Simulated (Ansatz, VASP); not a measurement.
# One calculation of InAs, two programs

```
CELL_PARAMETERS angstrom
0.00000 2.73389 2.73389
2.73389 0.00000 2.73389
2.73389 2.73389 0.00000
ATOMIC_POSITIONS crystal
In 0.00000 0.00000 0.00000
As 0.50000 0.50000 0.50000
```

Alike in both runs: task relaxation of cell and atoms; functional r2SCAN; k mesh 13 × 13 × 13; occupations fermi-dirac, width 0.05 eV; no spin polarisation.

|  | VASP | Ansatz |
| --- | --- | --- |
| version | VASP 6.6.1 | Ansatz 0.2.0 |
| potentials or method | VASP PAW PBE potentials, release 64 (In_d, As) | PAW with Ansatz's default frozen-core files, scalar-relativistic |
| plane-wave cutoff (eV) | 550 | 500 |
| valence electrons in the cell | 18 | 28 |

```tsv
	VASP	Ansatz	Ansatz less VASP
relaxed volume (Å³/atom)	23.00	22.95	-0.048
relaxed length of the cell vector where the two differ most in proportion (Å)	4.022	4.019	-0.0028
```

VASP's potentials were made for PBE, not for r2SCAN. VASP's potentials hold 18 valence electrons a cell and Ansatz's 28, so a difference there can come from the potentials and not from the codes.
